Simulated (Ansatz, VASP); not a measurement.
**CdInTe2 in VASP and in Ansatz**

```
CELL_PARAMETERS angstrom
0.00000 6.47495 0.00000
6.47495 0.00000 0.00000
3.23747 3.23747 -6.34759
ATOMIC_POSITIONS crystal
Te 0.37500 0.37500 0.75000
Te 0.62500 0.12500 0.25000
Te 0.87500 0.87500 0.75000
Te 0.12500 0.62500 0.25000
In 0.50000 0.50000 0.00000
In 0.25000 0.75000 0.50000
Cd 0.00000 0.00000 0.00000
Cd 0.75000 0.25000 0.50000
```

Alike in both runs: task single point; functional PBE; k mesh 6 × 6 × 6; no spin polarisation.

|  | VASP | Ansatz |
| --- | --- | --- |
| version | VASP 6.6.1 | Ansatz 0.2.0 |
| potentials or method | VASP PAW PBE potentials, release 64 (Te, In_d, Cd), cutoff 520 eV | PAW plane waves |
| occupations | fermi-dirac, width 0.1 eV | fermi-dirac |
| valence electrons in the cell | 74 | 130 |

```csv
,VASP,Ansatz,Ansatz less VASP
pressure (GPa),8.1,8.0,-0.06
"traceless stress, the component that is largest in VASP (GPa)",0.11,0.12,+0.004
rms of the force components (eV/Å),0.247,0.255,+0.0080
```

Atom by atom the forces differ by 0.008 eV/Å (rms over components). VASP's potentials hold 74 valence electrons a cell and Ansatz's 130, so a difference there can come from the potentials and not from the codes.

Neither program's run includes spin-orbit coupling.
